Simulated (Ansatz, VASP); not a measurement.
PC2: VASP beside Ansatz

```
P C
1.0
     2.31950   -4.08250   -0.00227
     2.31950    4.08250   -0.00227
    -1.44075    0.00000    4.01232
P C
2 4
Direct
  0.76842 0.76842 0.81204
  0.23158 0.23158 0.18796
  0.46413 0.83140 0.97875
  0.53587 0.16860 0.02125
  0.16860 0.53587 0.02125
  0.83140 0.46413 0.97875
```

Alike in both runs: functional PBE; k mesh 8 × 8 × 8; occupations gaussian, width 0.1 eV; no spin polarisation.

Ansatz relaxed the structure, and its values are those at the end. VASP's run is a single point on that final structure, the one shown.

```csv
,VASP,Ansatz
version,VASP 6.6.1,Ansatz 0.2.0
potentials or method,"VASP PAW PBE potentials, release 64 (P, C), cutoff 520 eV","scalar-relativistic, plane waves, PAW"
valence electrons in the cell,26,26
```

Ansatz gave:

| Property | Result |
| --- | --- |
| gap on the k mesh at the Fermi level (eV) | none |
| pressure (GPa) | 0.0 |
| rms of the force components (eV/Å) | 0.005 |

Problem. What did VASP give for the same quantities?

Solution. gap on the k mesh at the Fermi level (eV): none; pressure (GPa): -0.1; rms of the force components (eV/Å): 0.039.

A gap of «none» marks a metal or a gap that the smearing closes. The functional is the same, so the differences come from potentials, cutoffs and numerics.
